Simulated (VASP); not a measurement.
A run of VASP 6.6.1 is set up as follows.

File INCAR:

```
SYSTEM = SnTe
PREC     = Accurate       ! precision mode
ENCUT    = 520            ! plane-wave cutoff, eV
EDIFF    = 1E-6           ! SCF threshold, eV
ISMEAR   = -1             ! smearing method
SIGMA    = 0.02           ! smearing width, eV
LREAL    = .FALSE.        ! projectors in reciprocal space
LASPH    = .TRUE.         ! aspherical terms in the spheres
NELM     = 80             ! most SCF steps
ALGO     = Normal         ! electronic algorithm
ISIF     = 2              ! what is computed and relaxed
LWAVE    = .FALSE.        ! write WAVECAR
LCHARG   = .FALSE.        ! write CHGCAR
GGA      = PE             ! functional
NBANDS   = 17             ! bands
```

The input KPOINTS:

```
regular mesh
0
G
  4 4 4
  0 0 0
```

Contents of POSCAR:

```
SnTe
1.0
    3.8918236295      0.0000000000      0.0000000000
    0.0000000000      3.8918236295      0.0000000000
    0.0000000000      0.0000000000      3.8918236295
Sn Te
1 1
Direct
    0.0000000000      0.0000000000      0.0000000000
    0.5000000000      0.5000000000      0.5000000000
```

Potentials or basis: VASP PAW PBE potentials, release 64 (Sn_d, Te).

The run is started by

```sh
$ cat potpaw_PBE.64/Sn_d/POTCAR potpaw_PBE.64/Te/POTCAR > POTCAR
$ mpirun -np 1 vasp_std > vasp.out
```

Task: Estimate the pressure.

Result: -0.2 GPa.

Task: What does it give for the band gap on the k mesh?

Result: Zero (band 10 reaches 7.41 eV, above the bottom of band 11 at 5.86 eV).

Caveat: the k points lie up to 0.40 Å⁻¹ apart; spin-orbit coupling is left out, which moves the levels of the heavy elements.
